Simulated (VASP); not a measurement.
Input of a VASP 6.6.1 run:

Contents of INCAR:

```
SYSTEM = LiNbO3
PREC = Accurate
ENCUT = 600
EDIFF = 1E-7
ISMEAR = 0
SIGMA = 0.02
LREAL = .FALSE.
LASPH = .TRUE.
NELM = 100
ALGO = Normal
ISIF = 4
LWAVE = .FALSE.
LCHARG = .FALSE.
GGA = PE
IBRION = 2
NSW = 50
EDIFFG = -0.01
```

KPOINTS

```
Automatic mesh
0
G
  6 6 6
  0 0 0
```

The input POSCAR:

```
LiNbO3
1.0
    2.6204429480      1.5129134414      4.7177453413
   -2.6204429480      1.5129134414      4.7177453413
    0.0000000000     -3.0258268828      4.7177453413
Li Nb O
2 2 6
Direct
    0.2816011486      0.2816011486      0.2816011486
    0.7816011486      0.7816011486      0.7816011486
    0.0004547331      0.0004547331      0.0004547331
    0.5004547331      0.5004547331      0.5004547331
    0.1104440530      0.3581696854      0.7211453799
    0.7211453799      0.1104440530      0.3581696854
    0.3581696854      0.7211453799      0.1104440530
    0.2211453799      0.8581696854      0.6104440530
    0.8581696854      0.6104440530      0.2211453799
    0.6104440530      0.2211453799      0.8581696854
```

Potentials or basis: VASP PAW PBE potentials, release 64 (Li_sv, Nb_sv, O).

Command:

```sh
$ cat potpaw_PBE.64/Li_sv/POTCAR potpaw_PBE.64/Nb_sv/POTCAR potpaw_PBE.64/O/POTCAR > POTCAR
$ mpirun -np 1 vasp_std > vasp.out
```

Question: What does it give for the band gap on the k mesh?

Answer: 3.52 eV (least direct gap 3.53 eV).

Forces on the atoms (eV/Å):
```
Li   0.000  0.000  0.009
Li   0.000  0.000  0.009
Nb   0.000  0.000  0.001
Nb   0.000  0.000  0.001
O    0.000  0.000 -0.003
O    0.000  0.000 -0.003
O    0.000  0.000 -0.003
O    0.000  0.000 -0.003
O    0.000  0.000 -0.003
O    0.000  0.000 -0.003
```

 A k mesh can miss the band edges.
